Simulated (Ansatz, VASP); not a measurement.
## Hf: VASP beside Ansatz

The input INCAR:

```
SYSTEM = Hf
  PREC = Accurate
  ENCUT = 520
  EDIFF = 1E-8
  ISMEAR = -1
  SIGMA = 0.08
  LREAL = .False.
  LASPH = .True.
  NELM = 60
  ALGO = Normal
  ISIF = 2
  LWAVE = .False.
  LCHARG = .False.
  GGA = PS
  LEFG = .True.
  NBANDS = 11
```

File KPOINTS:

```
regular mesh
0
Gamma
  16 16 16
  0 0 0
```

File POSCAR:

```
Hf
1.0
   -1.8230500000      1.8050000000      1.8050000000
    1.8050000000     -1.8230500000      1.8050000000
    1.8050000000      1.8050000000     -1.8230500000
Hf
1
Direct
    0.0000000000      0.0000000000      0.0000000000
```

Input for Ansatz:

```yaml
crystal:
  lattice:
    - [-1.82305, 1.805, 1.805]
    - [1.805, -1.82305, 1.805]
    - [1.805, 1.805, -1.82305]
  atoms:
    - { symbol: Hf, position: [0.0, 0.0, 0.0] }
kpoints:
  mp_grid: { grid: [16, 16, 16] }
scf:
  occupations: { method: fermi_dirac, width: 0.08 }
hamiltonian:
  xc: pbesol
  pseudopotentials: { kind: all_electron, datasets: crystal }
output:
  forces: true
  stress: true
  eigenvalues: true
  efg: { contact_densities: true }
```

Change from the starting cell: equal xy, yz and zx shear strains of -1 %, crystal datasets.

Alike in both runs: task electric field gradients; functional PBEsol; k mesh 16 × 16 × 16; occupations fermi-dirac, width 0.08 eV; no spin polarisation.

```csv
,VASP,Ansatz
version,VASP 6.6.1,Ansatz 0.2.0
potentials or method,"VASP PAW PBE potentials, release 64 (Hf_pv), cutoff 520 eV","all-electron PAW with datasets made for the crystal, scalar-relativistic"
```

VASP gave:

```
pressure (GPa)                                                : -9.2
traceless stress, the component that is largest in VASP (GPa) : 0.43
size of Vzz on the site where it differs most (V/Å²)          : 22.9
```

What did Ansatz give for the same quantities?

Pressure (GPa): -8.9; traceless stress, the component that is largest in VASP (GPa): 0.44; size of Vzz on the site where it differs most (V/Å²): 23.4.

VASP's potentials were made for PBE, not for PBEsol. Ansatz ran all-electron here, and VASP with PAW potentials. Ansatz's warnings: printed levels off.

Spin-orbit coupling is off throughout.
